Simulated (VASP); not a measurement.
Input of a VASP 6.6.1 run:

Contents of INCAR:

```
  PREC = Accurate
  ENCUT = 520
  EDIFF = 1E-8
  ISMEAR = -1
  SIGMA = 0.15
  LREAL = F
  LASPH = T
  NELM = 60
  ALGO = Normal
  ISIF = 2
  LWAVE = F
  LCHARG = F
  GGA = PE
  IBRION = 8
  NSW = 1
```

The input KPOINTS:

```
Automatic mesh
0
Gamma
  18 18 14
```

Contents of POSCAR:

```
HfB2
1.0
    3.1459702706     -0.0000000029      0.0000000000
   -1.5729851328      2.7244901754      0.0000000000
    0.0000000000      0.0000000000      3.4861333876
Hf B
1 2
Direct
    0.0000000000      0.0000000000      0.0000000000
    0.3333333333      0.6666666667      0.5000000000
    0.6666666667      0.3333333333      0.5000000000
```

Potentials or basis: VASP PAW PBE potentials, release 64 (Hf_pv, B).

Run with:

```bash
$ cat potpaw_PBE.64/Hf_pv/POTCAR potpaw_PBE.64/B/POTCAR > POTCAR
$ mpirun -np 1 vasp_std > vasp.out
```

**Question.** Estimate the highest phonon frequency at Γ.

**Answer.** 800 cm⁻¹.

Phonon frequencies in cm⁻¹ (negative: imaginary):
| q point | frequencies |
| --- | --- |
| (0.000, 0.000, 0.000) | 0 0 0 437 437 463 535 800 800 |
